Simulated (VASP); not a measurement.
A run of VASP 6.6.1:

The input INCAR:

```
ALGO = Normal
EDIFF = 1E-7
ENCUT = 520
GGA = PS
ISIF = 2
ISMEAR = 0
LASPH = T
LCHARG = T
LELF = T
LREAL = F
LVHAR = T
LWAVE = F
NBANDS = 15
NELM = 100
PREC = Accurate
SIGMA = 0.01
```

File KPOINTS:

```
k-points
0
Gamma
  8 8 8
```

Contents of POSCAR:

```
KF
1.0
   -0.0132709311      2.6475507580      2.6475507580
    2.6475507580     -0.0132709311      2.6475507580
    2.6475507580      2.6475507580     -0.0132709311
K F
1 1
Direct
    0.0000000000      0.0000000000      0.0000000000
    0.5000000000      0.5000000000      0.5000000000
```

Potentials or basis: VASP PAW PBE potentials, release 64 (K_sv, F).

Run with:

```console
$ cat potpaw_PBE.64/K_sv/POTCAR potpaw_PBE.64/F/POTCAR > POTCAR
$ mpirun -np 1 vasp_std > vasp.out
```

Hardware: 1 thread of Intel(R) Xeon(R) Platinum 8488C (Sapphire Rapids), with other jobs on the host.

Q: Estimate the wall time of this run.

A: It took 29 s on 1 thread of Intel(R) Xeon(R) Platinum 8488C (Sapphire Rapids) (shared host), peak memory 0.17 GiB. Counts: scf iterations 14, k points 65.
